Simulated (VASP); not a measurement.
# CO2 (Pa-3) in VASP: further runs

The runs below take CO2 through relaxation of the atoms, single point, with PBE.

All numbers are computed with VASP 6.6.1; they aren't measurements. Logs are shortened: lines on timing, memory, paths and dates and some standing lists are left out, and cuts for length are marked.

## Step 1: The cell of the first run

The structure is cubic, space group Pa-3 (No. 205). The conventional cell has a = 5.630 Å, b = 5.630 Å, c = 5.630 Å, α = 90.00°, β = 90.00°, γ = 90.00°. C (site symmetry -3) has 2 O at 1.05 Å within 1.4 Å. Within 1.4 Å of O (site symmetry 3) lie 1 C at 1.05 Å.

## Step 2: Relaxation of the atoms, PBE

File INCAR:

```
SYSTEM = CO2
  PREC = Accurate
  ENCUT = 520
  EDIFF = 1E-6
  ISMEAR = -1
  SIGMA = 0.02
  LREAL = .False.
  LASPH = .True.
  NELM = 80
  ALGO = Normal
  ISIF = 2
  LWAVE = .False.
  LCHARG = .False.
  GGA = PE
  IBRION = 2
  NSW = 80
  EDIFFG = -0.02
  LUSENCCL = .False.
```

File KPOINTS:

```
Automatic mesh
0
Gamma
  4 4 4
  0 0 0
```

File POSCAR:

```
CO2
1.0
    5.6300000000      0.0000000000      0.0000000000
    0.0000000000      5.6300000000      0.0000000000
    0.0000000000      0.0000000000      5.6300000000
C O
4 8
Direct
    0.0000000000      0.0000000000      0.0000000000
    0.5000000000      0.0000000000      0.5000000000
    0.5000000000      0.5000000000      0.0000000000
    0.0000000000      0.5000000000      0.5000000000
    0.1080000000      0.1080000000      0.1080000000
    0.3920000000      0.8920000000      0.6080000000
    0.6080000000      0.3920000000      0.8920000000
    0.8920000000      0.6080000000      0.3920000000
    0.8920000000      0.8920000000      0.8920000000
    0.6080000000      0.1080000000      0.3920000000
    0.3920000000      0.6080000000      0.1080000000
    0.1080000000      0.3920000000      0.6080000000
```

Potentials or basis: VASP PAW PBE potentials, release 64 (C, O).

Command:

```
$ cat potpaw_PBE.64/C/POTCAR potpaw_PBE.64/O/POTCAR > POTCAR
$ mpirun -np 1 vasp_std > vasp.out
```

OUTCAR:

```text
SYSTEM = CO2
   PREC = Accurate
   ENCUT = 520
   EDIFF = 1E-6
   ISMEAR = -1
   LREAL = .False.
   LASPH = .True.
   NELM = 80
   ISIF = 2
   GGA = PE
   IBRION = 2
   NSW = 80
   EDIFFG = -0.02

 ion  position               nearest neighbor table
   1  0.000  0.000  0.000-   5 1.05   9 1.05
   2  0.500  0.000  0.500-   6 1.05  10 1.05
   3  0.500  0.500  0.000-   7 1.05  11 1.05
   4  0.000  0.500  0.500-   8 1.05  12 1.05
   5  0.108  0.108  0.108-   1 1.05
   6  0.392  0.892  0.608-   2 1.05
   7  0.608  0.392  0.892-   3 1.05
   8  0.892  0.608  0.392-   4 1.05
   9  0.892  0.892  0.892-   1 1.05
  10  0.608  0.108  0.392-   2 1.05
  11  0.392  0.608  0.108-   3 1.05
  12  0.108  0.392  0.608-   4 1.05

  LATTYP: Found a simple cubic cell.
 ALAT       =     5.6300000000

  Lattice vectors:

 A1 = (   5.6300000000,   0.0000000000,   0.0000000000)
 A2 = (   0.0000000000,   5.6300000000,   0.0000000000)
 A3 = (   0.0000000000,   0.0000000000,   5.6300000000)

Analysis of symmetry for initial positions (statically):
=====================================================================
 Subroutine PRICEL returns:
 Original cell was already a primitive cell.

 Routine SETGRP: Setting up the symmetry group for a
 simple cubic supercell.

 Subroutine GETGRP returns: Found 24 space group operations
 (whereof  6 operations were pure point group operations)
 out of a pool of 48 trial point group operations.

The static configuration has the point symmetry S_6 .
 The point group associated with its full space group is T_h .

Analysis of symmetry for dynamics (positions and initial velocities):
=====================================================================
 Subroutine PRICEL returns:
 Original cell was already a primitive cell.

 Routine SETGRP: Setting up the symmetry group for a
 simple cubic supercell.

 Subroutine GETGRP returns: Found 24 space group operations
 (whereof  6 operations were pure point group operations)
 out of a pool of 48 trial point group operations.

The dynamic configuration has the point symmetry S_6 .
 The point group associated with its full space group is T_h .

 Subroutine INISYM returns: Found 24 space group operations
 (whereof  6 operations are pure point group operations),
 and found     1 'primitive' translations

----------------------------------------------------------------------------------------

                                     Primitive cell

  volume of cell :     178.4535

  direct lattice vectors                    reciprocal lattice vectors
     5.630000000  0.000000000  0.000000000     0.177619893  0.000000000  0.000000000
     0.000000000  5.630000000  0.000000000     0.000000000  0.177619893  0.000000000
     0.000000000  0.000000000  5.630000000     0.000000000  0.000000000  0.177619893

  length of vectors
     5.630000000  5.630000000  5.630000000     0.177619893  0.177619893  0.177619893

  position of ions in fractional coordinates (direct lattice)
     0.000000000  0.000000000  0.000000000
     0.500000000  0.000000000  0.500000000
     0.500000000  0.500000000  0.000000000
     0.000000000  0.500000000  0.500000000
     0.108000000  0.108000000  0.108000000
     0.392000000  0.892000000  0.608000000
     0.608000000  0.392000000  0.892000000
     0.892000000  0.608000000  0.392000000
     0.892000000  0.892000000  0.892000000
     0.608000000  0.108000000  0.392000000
     0.392000000  0.608000000  0.108000000
     0.108000000  0.392000000  0.608000000

  ion indices of the primitive-cell ions
   primitive index   ion index
                 1           1
                 2           2
                 3           3
                 4           4
                 5           5
                 6           6
                 7           7
                 8           8
                 9           9
                10          10
                11          11
                12          12

----------------------------------------------------------------------------------------

 KPOINTS: Automatic mesh

Automatic generation of k-mesh.
 Grid dimensions read from file:
 generate k-points for:    4    4    4

 Generating k-lattice:

  Cartesian coordinates                     Fractional coordinates (reciprocal lattice)
     0.044404973  0.000000000  0.000000000     0.250000000  0.000000000  0.000000000
     0.000000000  0.044404973  0.000000000     0.000000000  0.250000000  0.000000000
     0.000000000  0.000000000  0.044404973     0.000000000  0.000000000  0.250000000

  Length of vectors
     0.044404973  0.044404973  0.044404973

  Shift w.r.t. Gamma in fractional coordinates (k-lattice)
     0.000000000  0.000000000  0.000000000

 Subroutine IBZKPT returns following result:
 ===========================================

 Found     11 irreducible k-points:

 Following reciprocal coordinates:
            Coordinates               Weight
  0.000000  0.000000  0.000000      1.000000
  0.250000  0.000000  0.000000      6.000000
  0.500000  0.000000  0.000000      3.000000
  0.250000  0.250000  0.000000     12.000000
  0.500000  0.250000  0.000000      6.000000
 -0.250000  0.500000  0.000000      6.000000
  0.500000  0.500000  0.000000      3.000000
  0.250000  0.250000  0.250000      8.000000
  0.500000  0.250000  0.250000     12.000000
  0.500000  0.500000  0.250000      6.000000
  0.500000  0.500000  0.500000      1.000000
   k-points           NKPTS =     11   k-points in BZ     NKDIM =     11   number of bands    NBANDS=     39
   number of dos      NEDOS =    301   number of ions     NIONS =     12
   total plane-waves  NPLWV =  74088
   dimension x,y,z NGX =    42 NGY =   42 NGZ =   42
   dimension x,y,z NGXF=    84 NGYF=   84 NGZF=   84
   ions per type =               4   8
   NGX,Y,Z   is equivalent  to a cutoff of  12.40, 12.40, 12.40 a.u.
   NGXF,Y,Z  is equivalent  to a cutoff of  24.80, 24.80, 24.80 a.u.
 SYSTEM =  CO2
   PREC   = accura    normal or accurate (medium, high low for compatibility)
   ISTART =      0    job   : 0-new  1-cont  2-samecut
   ICHARG =      2    charge: 1-file 2-atom 10-const
   ISPIN  =      1    spin polarized calculation?
   LNONCOLLINEAR =      F non collinear calculations
   LSORBIT =      F    spin-orbit coupling
   LASPH  =      T    aspherical Exc in radial PAW
   ENCUT  =  520.0 eV  38.22 Ry    6.18 a.u.  10.47 10.47 10.47*2*pi/ulx,y,z
   NELM   =     80;   NELMIN=  2; NELMDL= -5     # of ELM steps
   EDIFF  = 0.1E-05   stopping-criterion for ELM
   LREAL  =      F    real-space projection
   EDIFFG = -.2E-01   stopping-criterion for IOM
   NSW    =     80    number of steps for IOM
   IBRION =      2    ionic relax: 0-MD 1-quasi-New 2-CG
   NFREE  =      1    steps in history (QN), initial steepest desc. (CG)
   ISIF   =      2    stress and relaxation
   ISYM   =      2    0-nonsym 1-usesym 2-fastsym
   POTIM  = 0.5000    time-step for ionic-motion
   TEBEG  =    0.0;   TEEND  =   0.0 temperature during run
   PSTRESS=    0.0 pullay stress
   NELECT =      64.0000    total number of electrons
   NUPDOWN=      -1.0000    fix difference up-down
   EMIN   =  10.00;   EMAX   =-10.00  energy-range for DOS
   EFERMI =   0.00;   METHOD = LEGACY
   ISMEAR =    -1;   SIGMA  =   0.02  broadening in eV -4-tet -1-fermi 0-gaus
   EFERMI_NEDOS =   21; number of points for ismear=-14 and -15
   IALGO  =     38    algorithm
   IMIX   =      4    mixing-type and parameters
     AMIX     =   0.40;   BMIX     =  1.00
     AMIX_MAG =   1.60;   BMIX_MAG =  1.00
  volume/ion in A,a.u.               =      14.87       100.36
  Fermi-wavevector in a.u.,A,eV,Ry     =   1.163125  2.197988 18.406778  1.352860
  Thomas-Fermi vector in A             =   2.299678
   LORBIT       =      0    0 simple, 1 ext, 2 COOP (PROOUT), +10 PAW based schemes
   GGA     = PE    functional components
   LHFCALC =     F    Hartree Fock is set to
   AEXX    =    0.0000 exact exchange contribution
   IVDW    =     0    specifies the selected vdW correction
   LEPSILON=     F    determine dielectric tensor
   LRPA    =     F    only Hartree local field effects (RPA)
 conjugate gradient relaxation of ions
 non-spin polarized calculation
  energy-cutoff  :      520.00
  volume of cell :      178.45
 maximum number of plane-waves:      4828
 NGX is ok and might be reduce to    42
   NGX = 21   NGY = 21   NGZ = 21

--------------------------------------- Ionic step        1  -------------------------------------------

 number of electron      63.9999944 magnetization

 Free energy of the ion-electron system (eV)
  ---------------------------------------------------
  ext. energy  EPLUGINS =         0.00000000
  ---------------------------------------------------
  free energy    TOTEN  =       -84.00987155 eV

  energy without entropy =      -84.00987155  energy(sigma->0) =      -84.00987155

------------------------ aborting loop because EDIFF is reached ----------------------------------------

  FORCE on cell =-STRESS in cart. coord.  units (eV):
  Direction    XX          YY          ZZ          XY          YZ          ZX
  --------------------------------------------------------------------------------------
  -------------------------------------------------------------------------------------
  Total       54.2576228     54.2576228     54.2576228      0.0000000      0.0000000     -0.0000000
  in kB      487.1314397    487.1314397    487.1314397      0.0000000      0.0000000     -0.0000000
  external PRESSURE =     487.1314397 kB  Pullay stress =       0.0000000 kB

 VOLUME and BASIS-vectors are now :
 -----------------------------------------------------------------------------
  energy-cutoff  :      520.00
  volume of cell :      178.45
      direct lattice vectors                 reciprocal lattice vectors
     5.630000000  0.000000000  0.000000000     0.177619893  0.000000000  0.000000000
     0.000000000  5.630000000  0.000000000     0.000000000  0.177619893  0.000000000
     0.000000000  0.000000000  5.630000000     0.000000000  0.000000000  0.177619893
[... 326 lines left out ...]
      2.81500      0.00000      2.81500        -0.000000      0.000000      0.000000
      2.81500      2.81500      0.00000        -0.000000      0.000000      0.000000
      0.00000      2.81500      2.81500        -0.000000      0.000000      0.000000
      0.67940      0.67940      0.67940        -0.135029     -0.135029     -0.135029
      2.13560      4.95060      3.49440         0.135029      0.135029     -0.135029
      3.49440      2.13560      4.95060        -0.135029      0.135029      0.135029
      4.95060      3.49440      2.13560         0.135029     -0.135029      0.135029
      4.95060      4.95060      4.95060         0.135029      0.135029      0.135029
      3.49440      0.67940      2.13560        -0.135029     -0.135029      0.135029
      2.13560      3.49440      0.67940         0.135029     -0.135029     -0.135029
      0.67940      2.13560      3.49440        -0.135029      0.135029     -0.135029
 -----------------------------------------------------------------------------------
    total drift:                               -0.000000      0.000000      0.000000

  FREE ENERGIE OF THE ION-ELECTRON SYSTEM (eV)
  ---------------------------------------------------
  free  energy   TOTEN  =       -92.1489222913 eV

  energy  without entropy=      -92.1489222913  energy(sigma->0) =      -92.14892229

--------------------------------------- Ionic step        9  -------------------------------------------

 number of electron      63.9999954 magnetization

 Free energy of the ion-electron system (eV)
  ---------------------------------------------------
  ext. energy  EPLUGINS =         0.00000000
  ---------------------------------------------------
  free energy    TOTEN  =       -92.15106008 eV

  energy without entropy =      -92.15106008  energy(sigma->0) =      -92.15106008

 E-fermi :  -3.2014     XC(G=0):  -7.8307

 val. band max:       -3.6814350691   @ k =   0.0000   0.0000   0.0000
 cond. band min:       3.0293398163   @ k =   0.0000   0.0000   0.0000
 fundamental gap:      6.7107748854
 Fermi energy:        -3.2014346390

 k-point     1 :       0.0000    0.0000    0.0000
  band No.  band energies     occupation
      1     -24.2055      2.00000
      2     -24.0004      2.00000
      3     -24.0004      2.00000
      4     -24.0004      2.00000
      5     -23.0684      2.00000
      6     -23.0684      2.00000
[... 473 lines left out ...]
 POSITION                                       TOTAL-FORCE (eV/Angst)
 -----------------------------------------------------------------------------------
      0.00000      0.00000      0.00000         0.000000      0.000000      0.000000
      2.81500      0.00000      2.81500         0.000000      0.000000      0.000000
      2.81500      2.81500      0.00000         0.000000      0.000000      0.000000
      0.00000      2.81500      2.81500         0.000000      0.000000      0.000000
      0.67797      0.67797      0.67797         0.011394      0.011394      0.011394
      2.13703      4.95203      3.49297        -0.011394     -0.011394      0.011394
      3.49297      2.13703      4.95203         0.011394     -0.011394     -0.011394
      4.95203      3.49297      2.13703        -0.011394      0.011394     -0.011394
      4.95203      4.95203      4.95203        -0.011394     -0.011394     -0.011394
      3.49297      0.67797      2.13703         0.011394      0.011394     -0.011394
      2.13703      3.49297      0.67797        -0.011394      0.011394      0.011394
      0.67797      2.13703      3.49297         0.011394     -0.011394      0.011394
 -----------------------------------------------------------------------------------
    total drift:                               -0.000000      0.000000      0.000000

  FREE ENERGIE OF THE ION-ELECTRON SYSTEM (eV)
  ---------------------------------------------------
  free  energy   TOTEN  =       -92.1510600827 eV

  energy  without entropy=      -92.1510600827  energy(sigma->0) =      -92.15106008

 reached required accuracy - stopping structural energy minimisation
```

It took 1.8 min on 1 × NVIDIA H100 80GB with 1 thread of AMD EPYC 7R13 (Zen 3), shared host; peak memory 1.3 GiB.

What came out:

```
Free energy                  : -92.1511 eV
Energy gained by relaxing    : 678.4 meV/atom
Ionic steps                  : 9
Pressure after relaxing      : 1.1 GPa
Largest force after relaxing : 0.020 eV/Å
Band gap on the k mesh       : 6.71 eV, direct
```

Forces in eV/Å, atoms in the order of the input:
```
C    0.000  0.000  0.000
C    0.000  0.000  0.000
C    0.000  0.000  0.000
C    0.000  0.000  0.000
O    0.011  0.011  0.011
O   -0.011 -0.011  0.011
O    0.011 -0.011 -0.011
O   -0.011  0.011 -0.011
O   -0.011 -0.011 -0.011
O    0.011  0.011 -0.011
O   -0.011  0.011  0.011
O    0.011 -0.011  0.011
```

The path:
```tsv
step	energy change (eV)	largest force (eV/Å)	pressure (GPa)
1	0.0000	19.2636	48.71
2	42.9789	3.0236	-27.97
3	38.6317	5.5968	-32.03
4	27.8963	9.1274	-36.72
5	1.6176	10.2192	-31.18
6	-7.6913	3.1519	-7.84
7	-7.9909	2.0603	6.60
8	-8.1391	0.2339	0.39
9	-8.1412	0.0197	1.08
```

Final structure:
```yaml
crystal:
  lattice:
    - [5.63000, 0.00000, 0.00000]
    - [0.00000, 5.63000, 0.00000]
    - [0.00000, 0.00000, 5.63000]
  atoms:
    - { symbol: C, position: [0.00000, 0.00000, 0.00000] }
    - { symbol: C, position: [0.50000, 0.00000, 0.50000] }
    - { symbol: C, position: [0.50000, 0.50000, 0.00000] }
    - { symbol: C, position: [0.00000, 0.50000, 0.50000] }
    - { symbol: O, position: [0.12042, 0.12042, 0.12042] }
    - { symbol: O, position: [0.37958, 0.87958, 0.62042] }
    - { symbol: O, position: [0.62042, 0.37958, 0.87958] }
    - { symbol: O, position: [0.87958, 0.62042, 0.37958] }
    - { symbol: O, position: [0.87958, 0.87958, 0.87958] }
    - { symbol: O, position: [0.62042, 0.12042, 0.37958] }
    - { symbol: O, position: [0.37958, 0.62042, 0.12042] }
    - { symbol: O, position: [0.12042, 0.37958, 0.62042] }
```

A k mesh can miss the band edges. PBE gaps usually lie below the measured ones, often by a third to a half.

## Step 3: Single point, PBE

File INCAR:

```
SYSTEM = CO2
PREC = Accurate
ENCUT = 520
EDIFF = 1E-6
ISMEAR = -1
SIGMA = 0.02
LREAL = .False.
LASPH = .True.
NELM = 60
ALGO = Normal
ISIF = 2
LWAVE = .False.
LCHARG = .True.
GGA = PE
LELF = .True.
LVHAR = .True.
NBANDS = 44
```

File KPOINTS:

```
regular mesh
0
Gamma
  4 4 4
  0 0 0
```

File POSCAR:

```
CO2
1.0
    5.6300000000      0.0000000000      0.0000000000
    0.0000000000      5.6300000000      0.0000000000
    0.0000000000      0.0000000000      5.6300000000
C O
4 8
Direct
    0.0000000000      0.0000000000      0.0000000000
    0.5000000000      0.0000000000      0.5000000000
    0.5000000000      0.5000000000      0.0000000000
    0.0000000000      0.5000000000      0.5000000000
    0.1198172229      0.1198172229      0.1198172229
    0.3801827771      0.8801827771      0.6198172229
    0.6198172229      0.3801827771      0.8801827771
    0.8801827771      0.6198172229      0.3801827771
    0.8801827771      0.8801827771      0.8801827771
    0.6198172229      0.1198172229      0.3801827771
    0.3801827771      0.6198172229      0.1198172229
    0.1198172229      0.3801827771      0.6198172229
```

Potentials or basis: VASP PAW PBE potentials, release 64 (C, O).

Command:

```
$ cat potpaw_PBE.64/C/POTCAR potpaw_PBE.64/O/POTCAR > POTCAR
$ mpirun -np 1 vasp_std > vasp.out
```

Run time: 72 s. Hardware: 1 thread of Intel Xeon 6975P-C (Granite Rapids), shared host; peak memory 0.25 GiB.

Results (log left out):

| Property | Result |
| --- | --- |
| Free energy | -92.1356 eV |
| Pressure | 2.8 GPa |
| Largest force | 0.642 eV/Å |
| Band gap on the k mesh | 6.77 eV, direct |

Forces in eV/Å, atoms in the order of the input:
```
C    0.000  0.000  0.000
C    0.000  0.000  0.000
C    0.000  0.000  0.000
C    0.000  0.000  0.000
O    0.371  0.371  0.371
O   -0.371 -0.371  0.371
O    0.371 -0.371 -0.371
O   -0.371  0.371 -0.371
O   -0.371 -0.371 -0.371
O    0.371  0.371 -0.371
O   -0.371  0.371  0.371
O    0.371 -0.371  0.371
```

Levels at points of the mesh, in eV from the valence-band top:
```
           k point  band 28  band 29  band 30  band 31  band 32  band 33  band 34  band 35  band 36  band 37
(0.00, 0.00, 0.00)    -0.19    -0.19    -0.19     0.00     0.00     6.77     8.02     8.02     8.02     8.28
(0.50, 0.00, 0.00)    -0.35    -0.29    -0.29    -0.07    -0.07     7.96     7.96     8.15     8.15     8.39
(0.50, 0.50, 0.00)    -0.31    -0.27    -0.27    -0.27    -0.27     7.95     7.95     7.95     7.95     8.63
(0.50, 0.50, 0.50)    -0.32    -0.31    -0.31    -0.31    -0.31     7.96     7.96     7.96     7.96     8.84
```
